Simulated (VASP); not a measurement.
InP, 2 atoms in the cell. It takes space group I-4m2 (No. 119, tetragonal). Conventional cell: a = 3.755 Å, b = 3.755 Å, c = 7.508 Å, α = 90.00°, β = 90.00°, γ = 90.00°. In (site symmetry -4m2) has 4 P at 2.65 Å within 3.5 Å. P (site symmetry -4m2) has 4 In at 2.65 Å within 3.5 Å.  This cell differs from its parent crystal: ratio of the length along z to the lengths across it x 1.414, volume and fractional coordinates fixed.

```yaml
Program: VASP 6.6.1
Task: single point
Functional: PBE
Potentials_or_basis: VASP PAW PBE potentials, release 64 (In_d, P)
Cutoff: 520 eV
k_mesh: 12 × 12 × 12
Occupations: gaussian, width 0.05 eV
Spin: no spin polarisation
Dipole_correction: no
Further_INCAR_settings: ALGO = Normal; EDIFF = 1e-07; NBANDS = 16
```

Potentials or basis: VASP PAW PBE potentials, release 64 (In_d, P).

Command:

```bash
$ cat potpaw_PBE.64/In_d/POTCAR potpaw_PBE.64/P/POTCAR > POTCAR
$ mpirun -np 1 vasp_std > vasp.out
```

Hardware: 1 thread of Intel Xeon 8259CL (shared host).

Q: Estimate the wall time of this run.

A: Run time: 3.1 min on 1 thread of Intel Xeon 8259CL (shared host), peak memory 0.28 GiB. Counts: scf iterations 14, k points 163.
